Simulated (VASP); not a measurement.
# GaP (F-43m) in VASP: notebook, part 2 of 2

VASP 6.6.1. Earlier steps stand in the parts before.

## (3) Relaxation of cell and atoms, LDA

INCAR reads:

```
SYSTEM = GaP
PREC = Accurate ; ENCUT = 600
EDIFF = 1E-6 ; ISMEAR = 0
SIGMA = 0.02 ; LREAL = .FALSE.
LASPH = .TRUE. ; NELM = 60
ALGO = Normal ; ISIF = 3
LWAVE = .FALSE. ; LCHARG = .FALSE.
GGA = CA ; IBRION = 2
NSW = 100 ; EDIFFG = -0.005
```

KPOINTS reads:

```
Automatic mesh
0
G
  8 8 8
  0 0 0
```

POSCAR reads:

```
GaP
1.0
    0.0000000000      2.7252500000      2.7252500000
    2.7252500000      0.0000000000      2.7252500000
    2.7252500000      2.7252500000      0.0000000000
Ga P
1 1
Direct
    0.0000000000      0.0000000000      0.0000000000
    0.7500000000      0.7500000000      0.7500000000
```

Potentials or basis: VASP PAW LDA potentials, release 64 (Ga_d, P).

Launch:

```console
> cat potpaw_LDA.64/Ga_d/POTCAR potpaw_LDA.64/P/POTCAR > POTCAR
> mpirun -np 1 vasp_std > vasp.out
```

OUTCAR:

```text
SYSTEM = GaP
   PREC = Accurate
   ENCUT = 600
   EDIFF = 1E-6
   ISMEAR = 0
   LREAL = .FALSE.
   LASPH = .TRUE.
   NELM = 60
   ISIF = 3
   GGA = CA
   IBRION = 2
   NSW = 100
   EDIFFG = -0.005

 ion  position               nearest neighbor table
   1  0.000  0.000  0.000-   2 2.36   2 2.36   2 2.36   2 2.36
   2  0.750  0.750  0.750-   1 2.36   1 2.36   1 2.36   1 2.36

  LATTYP: Found a face centered cubic cell.
 ALAT       =     5.4505000000

  Lattice vectors:

 A1 = (   0.0000000000,   2.7252500000,   2.7252500000)
 A2 = (   2.7252500000,   0.0000000000,   2.7252500000)
 A3 = (   2.7252500000,   2.7252500000,   0.0000000000)

Analysis of symmetry for initial positions (statically):
=====================================================================
 Subroutine PRICEL returns:
 Original cell was already a primitive cell.

 Routine SETGRP: Setting up the symmetry group for a
 face centered cubic supercell.

 Subroutine GETGRP returns: Found 24 space group operations
 (whereof 24 operations were pure point group operations)
 out of a pool of 48 trial point group operations.

The static configuration has the point symmetry T_d .
[... 170 lines left out ...]
  Total       -0.6781794     -0.6781794     -0.6781794      0.0000000      0.0000000     -0.0000000
  in kB      -26.8414599    -26.8414599    -26.8414599      0.0000000      0.0000000     -0.0000000
  external PRESSURE =     -26.8414599 kB  Pullay stress =       0.0000000 kB
[... 167 lines left out ...]
--------------------------------------- Ionic step        6  -------------------------------------------

 number of electron      18.0000007 magnetization

 Free energy of the ion-electron system (eV)
  ---------------------------------------------------
  ext. energy  EPLUGINS =         0.00000000
  ---------------------------------------------------
  free energy    TOTEN  =       -10.45108734 eV

  energy without entropy =      -10.45108734  energy(sigma->0) =      -10.45108734

 E-fermi :   4.9215     XC(G=0): -10.3060

 val. band max:        4.8372782423   @ k =   0.0000   0.0000   0.0000
 cond. band min:       6.2690739569   @ k =   0.5000   0.5000   0.0000
 fundamental gap:      1.4317957145
 Fermi energy:         4.9215172037

 k-point     1 :       0.0000    0.0000    0.0000
  band No.  band energies     occupation
      1      -9.9274      2.00000
      2      -9.9274      2.00000
      3      -9.9274      2.00000
      4      -9.8193      2.00000
      5      -9.8193      2.00000
      6      -7.9149      2.00000
      7       4.8373      2.00000
      8       4.8373      2.00000
      9       4.8373      2.00000
     10       6.7382      0.00000
     11       8.6209      0.00000
     12       8.6209      0.00000
     13       8.6209      0.00000
[... 354 lines left out ...]
  band No.  band energies     occupation
      1     -10.0190      2.00000
      2      -9.8942      2.00000
      3      -9.8805      2.00000
      4      -9.8254      2.00000
      5      -9.8114      2.00000
      6      -5.2947      2.00000
      7      -1.8122      2.00000
      8       1.4776      2.00000
      9       2.7897      2.00000
     10       8.2719      0.00000
     11       8.9893      0.00000
     12      11.2982      0.00000
     13      12.7363      0.00000

 [... further k-points ...]
[... 5 lines left out ...]
  --------------------------------------------------------------------------------------
  -------------------------------------------------------------------------------------
  Total        0.0091035      0.0091035      0.0091035      0.0000000      0.0000000      0.0000000
  in kB        0.3719134      0.3719134      0.3719134      0.0000000      0.0000000      0.0000000
  external PRESSURE =       0.3719134 kB  Pullay stress =       0.0000000 kB
[... 17 lines left out ...]
  FREE ENERGIE OF THE ION-ELECTRON SYSTEM (eV)
  ---------------------------------------------------
  free  energy   TOTEN  =       -10.4510873386 eV

  energy  without entropy=      -10.4510873386  energy(sigma->0) =      -10.45108734

 reached required accuracy - stopping structural energy minimisation
```

OSZICAR:

```text
N       E                     dE             d eps       ncg     rms          rms(c)
DAV:   1     0.850616996978E+02    0.85062E+02   -0.99069E+03   770   0.213E+03
DAV:   2    -0.377360393506E+01   -0.88835E+02   -0.85853E+02   809   0.356E+02
DAV:   3    -0.106306984282E+02   -0.68571E+01   -0.68199E+01   969   0.791E+01
DAV:   4    -0.107562490826E+02   -0.12555E+00   -0.12549E+00   878   0.121E+01
[... 43 lines left out ...]
DAV:   1    -0.104512533693E+02   -0.17736E-03   -0.21820E-03  1009   0.101E+00    0.758E-02
DAV:   2    -0.104511229770E+02    0.13039E-03   -0.23921E-04   959   0.400E-01    0.339E-02
DAV:   3    -0.104510908829E+02    0.32094E-04   -0.37460E-05  1004   0.135E-01    0.805E-03
DAV:   4    -0.104510879018E+02    0.29812E-05   -0.35544E-06   753   0.292E-02    0.330E-03
DAV:   5    -0.104510873386E+02    0.56316E-06   -0.25718E-07   377   0.807E-03
   6 F= -.10451087E+02 E0= -.10451087E+02  d E =-.505335E-05
```

Run time: 23 s. Hardware: 1 thread of Intel Xeon 6975P-C (Granite Rapids), shared host; peak memory 0.17 GiB.

Results:

```yaml
Free_energy: -10.4511 eV
Relaxed_volume: 19.61 Å³/atom
Relaxed_cell: a = 3.814 Å, b = 3.814 Å, c = 3.814 Å, α = 60.00°, β = 60.00°, γ = 60.00°
Space_group_after_relaxing_to_0.05_Å: F-43m (No. 216)
Energy_gained_by_relaxing: 5.4 meV/atom
Ionic_steps: 6
Pressure_after_relaxing: 0.0 GPa
Band_gap_on_the_k_mesh: 1.43 eV, indirect (least direct gap 1.90 eV)
```

The path:
```
step  energy change (eV)  largest force (eV/Å)  pressure (GPa)  volume (Å³)
   1              0.0000                0.0000           -2.68        40.48
   2             -0.0073                0.0000            1.68        38.53
   3             -0.0108                0.0000           -0.07        39.22
   4             -0.0108                0.0000            0.10        39.19
   5             -0.0108                0.0000           -0.10        39.26
   6             -0.0108                0.0000            0.04        39.22
```

Final structure:
```
Ga P
1.0
     0.00000    2.69659    2.69659
     2.69659    0.00000    2.69659
     2.69659    2.69659    0.00000
Ga P
1 1
Cartesian
  2.6966 5.3932 2.6966
  4.0449 4.0449 4.0449
```

Levels at points of the mesh, in eV from the valence-band top:
| k point | band 6 | band 7 | band 8 | band 9 | band 10 | band 11 | band 12 | band 13 |
| --- | --- | --- | --- | --- | --- | --- | --- | --- |
| (0.00, 0.00, 0.00) | -12.75 | 0.00 | 0.00 | 0.00 | 1.90 | 3.78 | 3.78 | 3.78 |
| (0.50, 0.00, 0.00) | -10.56 | -6.89 | -1.18 | -1.18 | 1.61 | 4.62 | 4.62 | 8.11 |
| (0.50, 0.50, 0.00) | -9.60 | -6.99 | -2.82 | -2.82 | 1.43 | 1.65 | 10.69 | 10.69 |

A k mesh can miss the band edges. Zero-point motion and thermal expansion aren't in these numbers.

## (4) Single point, LDA

This run uses another cell than the first one, of 19.81 Å³/atom, 0.979 times its volume.

INCAR reads:

```
ALGO = Normal
EDIFF = 1E-7
ENCUT = 520
ISIF = 2
ISMEAR = 0
LASPH = True
LCHARG = False
LREAL = False
LWAVE = False
NBANDS = 16
NELM = 60
PREC = Accurate
SIGMA = 0.01
```

KPOINTS reads:

```
k-points
0
Gamma
  8 8 8
```

POSCAR reads:

```
GaP
1.0
    0.0000000000      2.7057497008      2.7057497008
    2.7057497008      0.0000000000      2.7057497008
    2.7057497008      2.7057497008      0.0000000000
Ga P
1 1
Direct
    0.0000000000      0.0000000000      0.0000000000
    0.7500000000      0.7500000000      0.7500000000
```

Launch:

```console
> cat potpaw_LDA.64/Ga_d/POTCAR potpaw_LDA.64/P/POTCAR > POTCAR
> mpirun -np 1 vasp_std > vasp.out
```

Run time: 19 s. Hardware: 1 thread of Intel Xeon Platinum 8259CL at 2.50GHz (Skylake/Cascade Lake), shared host; peak memory 0.14 GiB.

Results (log left out):

| Property | Result |
| --- | --- |
| Free energy | -10.4498 eV |
| Pressure | -0.9 GPa |
| Band gap on the k mesh | 1.45 eV, indirect (least direct gap 1.82 eV) |

Levels at points of the mesh, in eV from the valence-band top:
| k point | band 6 | band 7 | band 8 | band 9 | band 10 | band 11 | band 12 | band 13 |
| --- | --- | --- | --- | --- | --- | --- | --- | --- |
| (0.00, 0.00, 0.00) | -12.67 | 0.00 | 0.00 | 0.00 | 1.82 | 3.79 | 3.79 | 3.79 |
| (0.50, 0.00, 0.00) | -10.52 | -6.83 | -1.16 | -1.16 | 1.58 | 4.63 | 4.63 | 8.09 |
| (0.50, 0.50, 0.00) | -9.57 | -6.94 | -2.78 | -2.78 | 1.45 | 1.66 | 10.62 | 10.62 |

A k mesh can miss the band edges. A hybrid or GW would open this gap; LDA tends to underestimate it.

## (5) Relaxation of cell and atoms, LDA, target pressure -1 GPa, at which the enthalpy is minimised

This run uses another cell than the first one, of 19.59 Å³/atom, 0.968 times its volume.

INCAR reads:

```
ALGO     = Normal         # electronic algorithm
EDIFF    = 1E-6           # SCF threshold, eV
EDIFFG   = -0.001         # ionic threshold
ENCUT    = 600            # plane-wave cutoff, eV
GGA      = CA             # functional
IBRION   = 2              # ionic algorithm
ISIF     = 3              # what is computed and relaxed
ISMEAR   = 0              # smearing method
LASPH    = True           # aspherical terms in the spheres
LCHARG   = False          # write CHGCAR
LREAL    = False          # projectors in reciprocal space
LWAVE    = False          # write WAVECAR
NELM     = 100            # most SCF steps
NSW      = 80             # ionic steps
PREC     = Accurate       # precision mode
PSTRESS  = -10.0        
SIGMA    = 0.01           # smearing width, eV
```

KPOINTS is that of step 4.

POSCAR reads:

```
GaP
1.0
    0.0000000000      2.6956501129      2.6956501129
    2.6956501129      0.0000000000      2.6956501129
    2.6956501129      2.6956501129      0.0000000000
Ga P
1 1
Direct
    0.0000000000      0.0000000000      0.0000000000
    0.7500000000      0.7500000000      0.7500000000
```

Launch:

```console
> cat potpaw_LDA.64/Ga_d/POTCAR potpaw_LDA.64/P/POTCAR > POTCAR
> mpirun -np 1 vasp_std > vasp.out
```

Wall time 83 s (1 thread of Intel Xeon Platinum 8259CL at 2.50GHz (Skylake/Cascade Lake), shared host); peak memory 0.16 GiB.

Results (log left out):

```yaml
Free_energy: -10.4495 eV
Relaxed_volume: 19.83 Å³/atom
Relaxed_cell: a = 3.828 Å, b = 3.828 Å, c = 3.828 Å, α = 60.00°, β = 60.00°, γ = 60.00°
Space_group_after_relaxing_to_0.05_Å: F-43m (No. 216)
Energy_change_on_relaxing_the_enthalpy_is_what_falls: +0.7 meV/atom
Ionic_steps: 9
Pressure_after_relaxing: -1.0 GPa
Band_gap_on_the_k_mesh: 1.45 eV, indirect (least direct gap 1.81 eV)
```

Step by step:
```
step  energy change (eV)  largest force (eV/Å)  pressure (GPa)  volume (Å³)
   1              0.0000                0.0000            0.08        39.18
   2              0.0035                0.0000           -1.61        39.93
   3              0.0014                0.0000           -0.96        39.67
   4              0.0015                0.0000           -1.11        39.69
   5              0.0011                0.0000           -0.88        39.62
   6              0.0014                0.0000           -1.04        39.66
   7              0.0013                0.0000           -0.93        39.65
   8              0.0014                0.0000           -1.01        39.66
   9              0.0014                0.0000           -0.99        39.66
```

Final structure:
```
Ga P
1.0
     0.00000    2.70667    2.70667
     2.70667    0.00000    2.70667
     2.70667    2.70667    0.00000
Ga P
1 1
Direct
  0.00000 0.00000 0.00000
  0.75000 0.75000 0.75000
```

Levels at points of the mesh, in eV from the valence-band top:
| k point | band 6 | band 7 | band 8 | band 9 | band 10 | band 11 | band 12 | band 13 |
| --- | --- | --- | --- | --- | --- | --- | --- | --- |
| (0.00, 0.00, 0.00) | -12.67 | 0.00 | 0.00 | 0.00 | 1.81 | 3.79 | 3.79 | 3.79 |
| (0.50, 0.00, 0.00) | -10.51 | -6.83 | -1.16 | -1.16 | 1.58 | 4.63 | 4.63 | 8.09 |
| (0.50, 0.50, 0.00) | -9.57 | -6.94 | -2.78 | -2.78 | 1.45 | 1.66 | 10.61 | 10.61 |

Caveat: the cell is relaxed towards a set pressure, so the enthalpy falls and the energy may rise.

## (6) Summary

```tsv
task	cell	cutoff (eV)	smearing	gap on the mesh (eV)	pressure (GPa)
relaxation of cell and atoms	relaxed from a = 3.854 Å, angles 60.0°, 2 atoms	600	gaussian 0.02 eV	1.43	0.0
single point	a = 3.827 Å, angles 60.0°, 2 atoms	520	gaussian 0.01 eV	1.45	-0.9
relaxation of cell and atoms	relaxed to -1 GPa from a = 3.812 Å, angles 60.0°, 2 atoms	600	gaussian 0.01 eV	1.45	-1.0
```

Alike in all rows: level LDA; potentials or basis VASP PAW LDA potentials, release 64 (Ga_d, P); no spin polarisation; k mesh 8 × 8 × 8.

Caveats: the cell is relaxed towards a set pressure, so the enthalpy falls and the energy may rise (some runs).

Total energies depend on the potentials used, so only differences within one code and one set of settings carry meaning.
